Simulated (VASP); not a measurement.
Write the native input for VASP 6.6.1 that does the following.

```
Task                   : relaxation of cell and atoms
Functional             : PBEsol
Potentials or basis    : VASP PAW PBE potentials, release 64 (Hf_pv)
Cutoff                 : 600 eV
k mesh                 : 8 × 8 × 5
Occupations            : fermi-dirac, width 0.05 eV
Spin                   : no spin polarisation
Dipole correction      : no
Further INCAR settings : ALGO = Normal; EDIFF = 1e-07; IBRION = 2; EDIFFG = -0.01; NSW = 80; ISIF = 3
```

The structure of Hf lies in POSCAR:

```
Hf
1.0
    3.1967000000      0.0000000000      0.0000000000
   -1.5983500000      2.7684234083      0.0000000000
    0.0000000000      0.0000000000      5.0578000000
Hf
2
Direct
    0.3333330000      0.6666670000      0.2500000000
    0.6666670000      0.3333330000      0.7500000000
```

These files were run (other wordings do the same):

INCAR

```
PREC = Accurate ; ENCUT = 600
EDIFF = 1E-7 ; ISMEAR = -1
SIGMA = 0.05 ; LREAL = False
LASPH = True ; NELM = 80
ALGO = Normal ; ISIF = 3
LWAVE = False ; LCHARG = False
GGA = PS ; IBRION = 2
NSW = 80 ; EDIFFG = -0.01
```

KPOINTS

```
Automatic mesh
0
Gamma
  8 8 5
```

Potentials or basis: VASP PAW PBE potentials, release 64 (Hf_pv).

The run is started by

```bash
$ cat potpaw_PBE.64/Hf_pv/POTCAR > POTCAR
$ mpirun -np 1 vasp_std > vasp.out
```

It gave:

* Relaxed volume: 21.58 Å³/atom
* Relaxed cell: a = 3.159 Å, b = 3.159 Å, c = 4.993 Å, α = 90.00°, β = 90.00°, γ = 120.00°
* Space group after relaxing (to 0.05 Å): P6_3/mmc (No. 194)
* Energy gained by relaxing: 10.5 meV/atom
* Ionic steps: 3
* Pressure after relaxing: 0.0 GPa
* Band gap on the k mesh: zero (band 10 reaches 6.18 eV, above the bottom of band 11 at 4.73 eV)

Caveat: the PAW data sets were made with another functional, which shifts forces and pressure a little; spin-orbit coupling is left out, which moves the levels of the heavy elements.

Wall time 42 s on 1 thread of Intel(R) Xeon(R) Platinum 8124M CPU @ 3.00GHz (Skylake/Cascade Lake) (shared host), peak memory 0.19 GiB.
